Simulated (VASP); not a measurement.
# Mn (Fm-3m) in VASP: single point with PBE

Aim: the single point of Mn with PBE.

Everything below comes from runs of VASP 6.6.1. Logs are shortened: lines on timing, memory, paths and dates and some standing lists are left out, and cuts for length are marked.

**1. The cell of the first run**

The structure is cubic, space group Fm-3m (No. 225). The conventional cell has a = 3.506 Å, b = 3.506 Å, c = 3.506 Å, α = 90.00°, β = 90.00°, γ = 90.00°. Within 3.3 Å of Mn (site symmetry m-3m) lie 12 Mn at 2.48 Å.

**2. Single point, PBE**

INCAR

```
SYSTEM = Mn
PREC = Accurate
ENCUT = 520
EDIFF = 1E-6
ISMEAR = -1
SIGMA = 0.13605693000000002
LREAL = .False.
LASPH = .True.
NELM = 100
ALGO = Normal
ISIF = 2
LWAVE = .False.
LCHARG = .False.
GGA = PE
NBANDS = 12
```

KPOINTS

```
Automatic mesh
0
Gamma
  16 16 16
  0 0 0
```

POSCAR

```
Mn
1.0
    0.0000000000      1.7528931734      1.7528931734
    1.7528931734      0.0000000000      1.7528931734
    1.7528931734      1.7528931734      0.0000000000
Mn
1
Direct
    0.0000000000      0.0000000000      0.0000000000
```

Potentials or basis: VASP PAW PBE potentials, release 64 (Mn_pv).

Command:

```
$ cat potpaw_PBE.64/Mn_pv/POTCAR > POTCAR
$ mpirun -np 1 vasp_std > vasp.out
```

OUTCAR:

```text
SYSTEM = Mn
   PREC = Accurate
   ENCUT = 520
   EDIFF = 1E-6
   ISMEAR = -1
   LREAL = .False.
   LASPH = .True.
   NELM = 100
   ISIF = 2
   GGA = PE

 ion  position               nearest neighbor table
   1  0.000  0.000  0.000-

  LATTYP: Found a face centered cubic cell.
 ALAT       =     3.5057863468

  Lattice vectors:

 A1 = (   0.0000000000,   1.7528931734,   1.7528931734)
 A2 = (   1.7528931734,   0.0000000000,   1.7528931734)
 A3 = (   1.7528931734,   1.7528931734,   0.0000000000)

Analysis of symmetry for initial positions (statically):
=====================================================================
 Subroutine PRICEL returns:
 Original cell was already a primitive cell.

 Routine SETGRP: Setting up the symmetry group for a
 face centered cubic supercell.

 Subroutine GETGRP returns: Found 48 space group operations
 (whereof 48 operations were pure point group operations)
 out of a pool of 48 trial point group operations.

The static configuration has the point symmetry O_h .

Analysis of symmetry for dynamics (positions and initial velocities):
=====================================================================
 Subroutine PRICEL returns:
 Original cell was already a primitive cell.

 Routine SETGRP: Setting up the symmetry group for a
 face centered cubic supercell.

 Subroutine GETGRP returns: Found 48 space group operations
 (whereof 48 operations were pure point group operations)
 out of a pool of 48 trial point group operations.

The dynamic configuration has the point symmetry O_h .

 Subroutine INISYM returns: Found 48 space group operations
 (whereof 48 operations are pure point group operations),
 and found     1 'primitive' translations

----------------------------------------------------------------------------------------

                                     Primitive cell

  volume of cell :      10.7720

  direct lattice vectors                    reciprocal lattice vectors
     0.000000000  1.752893173  1.752893173    -0.285242711  0.285242711  0.285242711
     1.752893173  0.000000000  1.752893173     0.285242711 -0.285242711  0.285242711
     1.752893173  1.752893173  0.000000000     0.285242711  0.285242711 -0.285242711

  length of vectors
     2.478965299  2.478965299  2.478965299     0.494054867  0.494054867  0.494054867

  position of ions in fractional coordinates (direct lattice)
     0.000000000  0.000000000  0.000000000

  ion indices of the primitive-cell ions
   primitive index   ion index
                 1           1

----------------------------------------------------------------------------------------

 KPOINTS: Automatic mesh

Automatic generation of k-mesh.
 Grid dimensions read from file:
 generate k-points for:   16   16   16

 Generating k-lattice:

  Cartesian coordinates                     Fractional coordinates (reciprocal lattice)
    -0.017827669  0.017827669  0.017827669     0.062500000  0.000000000  0.000000000
     0.017827669 -0.017827669  0.017827669     0.000000000  0.062500000  0.000000000
     0.017827669  0.017827669 -0.017827669     0.000000000  0.000000000  0.062500000

  Length of vectors
     0.030878429  0.030878429  0.030878429

  Shift w.r.t. Gamma in fractional coordinates (k-lattice)
     0.000000000  0.000000000  0.000000000

 Subroutine IBZKPT returns following result:
 ===========================================

 Found    145 irreducible k-points:

 Following reciprocal coordinates:
            Coordinates               Weight
  0.000000  0.000000  0.000000      1.000000
  0.062500  0.000000  0.000000      8.000000
  0.125000  0.000000  0.000000      8.000000
  0.187500  0.000000  0.000000      8.000000
  0.250000  0.000000  0.000000      8.000000
  0.312500  0.000000  0.000000      8.000000
[... 16 lines left out ...]
 -0.125000  0.062500  0.000000     24.000000
 -0.062500  0.062500  0.000000     12.000000
 [... further k-points ...]
   k-points           NKPTS =    145   k-points in BZ     NKDIM =    145   number of bands    NBANDS=     12
   number of dos      NEDOS =    301   number of ions     NIONS =      1
   total plane-waves  NPLWV =   5832
   dimension x,y,z NGX =    18 NGY =   18 NGZ =   18
   dimension x,y,z NGXF=    36 NGYF=   36 NGZF=   36
   ions per type =               1
   NGX,Y,Z   is equivalent  to a cutoff of  12.07, 12.07, 12.07 a.u.
   NGXF,Y,Z  is equivalent  to a cutoff of  24.14, 24.14, 24.14 a.u.
 SYSTEM =  Mn
   PREC   = accura    normal or accurate (medium, high low for compatibility)
   ISTART =      0    job   : 0-new  1-cont  2-samecut
   ICHARG =      2    charge: 1-file 2-atom 10-const
   ISPIN  =      1    spin polarized calculation?
   LNONCOLLINEAR =      F non collinear calculations
   LSORBIT =      F    spin-orbit coupling
   LASPH  =      T    aspherical Exc in radial PAW
   ENCUT  =  520.0 eV  38.22 Ry    6.18 a.u.   4.61  4.61  4.61*2*pi/ulx,y,z
   NELM   =    100;   NELMIN=  2; NELMDL= -5     # of ELM steps
   EDIFF  = 0.1E-05   stopping-criterion for ELM
   LREAL  =      F    real-space projection
[... 7 lines left out ...]
   TEBEG  =    0.0;   TEEND  =   0.0 temperature during run
   PSTRESS=    0.0 pullay stress
   NELECT =      13.0000    total number of electrons
   NUPDOWN=      -1.0000    fix difference up-down
   EMIN   =  10.00;   EMAX   =-10.00  energy-range for DOS
   EFERMI =   0.00;   METHOD = LEGACY
   ISMEAR =    -1;   SIGMA  =   0.14  broadening in eV -4-tet -1-fermi 0-gaus
   EFERMI_NEDOS =   21; number of points for ismear=-14 and -15
   IALGO  =     38    algorithm
   IMIX   =      4    mixing-type and parameters
     AMIX     =   0.40;   BMIX     =  1.00
     AMIX_MAG =   1.60;   BMIX_MAG =  1.00
  volume/ion in A,a.u.               =      10.77        72.69
  Fermi-wavevector in a.u.,A,eV,Ry     =   1.742972  3.293740 41.333855  3.037953
  Thomas-Fermi vector in A             =   2.815134
   LORBIT       =      0    0 simple, 1 ext, 2 COOP (PROOUT), +10 PAW based schemes
   GGA     = PE    functional components
   LHFCALC =     F    Hartree Fock is set to
   AEXX    =    0.0000 exact exchange contribution
   IVDW    =     0    specifies the selected vdW correction
   LEPSILON=     F    determine dielectric tensor
   LRPA    =     F    only Hartree local field effects (RPA)
 non-spin polarized calculation
  energy-cutoff  :      520.00
  volume of cell :       10.77
 maximum number of plane-waves:       303
   NGX =  9   NGY =  9   NGZ =  9

 number of electron      12.9999997 magnetization

 Free energy of the ion-electron system (eV)
  ---------------------------------------------------
  ext. energy  EPLUGINS =         0.00000000
  ---------------------------------------------------
  free energy    TOTEN  =        -8.96133285 eV

  energy without entropy =       -8.86780119  energy(sigma->0) =       -8.91456702

 E-fermi :  10.4604     XC(G=0): -14.0066

 val. band max:       10.4552336376   @ k =   0.1875   0.1250   0.0000
 cond. band min:      10.4683652313   @ k =  -0.2500   0.3125   0.0625
 fundamental gap:      0.0131315937
 Fermi energy:        10.4604110997

 k-point     1 :       0.0000    0.0000    0.0000
  band No.  band energies     occupation
      1     -37.1812      2.00000
      2     -37.1812      2.00000
      3     -37.1812      2.00000
      4       2.1685      2.00000
      5       9.3297      1.99951
      6       9.3297      1.99951
      7       9.3297      1.99951
      8      11.0121      0.03408
      9      11.0121      0.03408
     10      31.8420      0.00000
     11      37.6418      0.00000
     12      37.6418      0.00000

 k-point     2 :       0.0625    0.0000    0.0000
  band No.  band energies     occupation
      1     -37.2108      2.00000
      2     -37.1850      2.00000
      3     -37.1850      2.00000
      4       2.3338      2.00000
      5       9.2593      1.99971
      6       9.3813      1.99928
      7       9.3813      1.99928
      8      10.9850      0.04145
      9      10.9850      0.04145
     10      31.8388      0.00000
     11      36.1200      0.00000
     12      37.6536      0.00000

 k-point     3 :       0.1250    0.0000    0.0000
  band No.  band energies     occupation
      1     -37.2946      2.00000
      2     -37.1958      2.00000
      3     -37.1958      2.00000
      4       2.8142      2.00000
      5       9.0754      1.99992
      6       9.5089      1.99817
      7       9.5089      1.99817
      8      10.9332      0.06006
      9      10.9332      0.06006
     10      31.3962      0.00000
     11      33.9685      0.00000
     12      37.6771      0.00000
[... 286 lines left out ...]
 k-point    23 :      -0.1250    0.0625    0.0000
  band No.  band energies     occupation
      1     -37.3443      2.00000
      2     -37.2233      2.00000
      3     -37.1952      2.00000
      4       3.1741      2.00000
      5       8.9232      1.99998
      6       9.6015      1.99638
      7       9.6083      1.99620
      8      10.7368      0.23188
      9      11.0905      0.01931
     10      30.9913      0.00000
     11      32.9713      0.00000
     12      36.6178      0.00000

 k-point    24 :      -0.0625    0.0625    0.0000
  band No.  band energies     occupation
      1     -37.2523      2.00000
      2     -37.2020      2.00000
      3     -37.1863      2.00000
      4       2.6041      2.00000
      5       9.1348      1.99988
      6       9.4559      1.99876
      7       9.4815      1.99850
      8      10.8641      0.09787
      9      11.0310      0.02974
     10      31.7717      0.00000
     11      34.7500      0.00000
     12      36.8178      0.00000

 [... further k-points ...]
[... 5 lines left out ...]
  --------------------------------------------------------------------------------------
  -------------------------------------------------------------------------------------
  Total       -0.0030551     -0.0030551     -0.0030551     -0.0000000      0.0000000      0.0000000
  in kB       -0.4543974     -0.4543974     -0.4543974     -0.0000000      0.0000000      0.0000000
  external PRESSURE =      -0.4543974 kB  Pullay stress =       0.0000000 kB

 VOLUME and BASIS-vectors are now :
 -----------------------------------------------------------------------------
  energy-cutoff  :      520.00
  volume of cell :       10.77
      direct lattice vectors                 reciprocal lattice vectors
     0.000000000  1.752893173  1.752893173    -0.285242711  0.285242711  0.285242711
     1.752893173  0.000000000  1.752893173     0.285242711 -0.285242711  0.285242711
     1.752893173  1.752893173  0.000000000     0.285242711  0.285242711 -0.285242711

 POSITION                                       TOTAL-FORCE (eV/Angst)
 -----------------------------------------------------------------------------------
      0.00000      0.00000      0.00000         0.000000      0.000000      0.000000
 -----------------------------------------------------------------------------------
    total drift:                                0.000000     -0.000000      0.000000

  FREE ENERGIE OF THE ION-ELECTRON SYSTEM (eV)
  ---------------------------------------------------
  free  energy   TOTEN  =        -8.9613328537 eV

  energy  without entropy=       -8.8678011913  energy(sigma->0) =       -8.91456702
```

Run time: 27 s. Hardware: 1 thread of AMD EPYC 7R13, shared host; peak memory 0.1 GiB.

What came out:

- Free energy: -8.9613 eV
- Pressure: 0.0 GPa

Caveat: the run has no spin polarisation, though such a crystal can be magnetic.
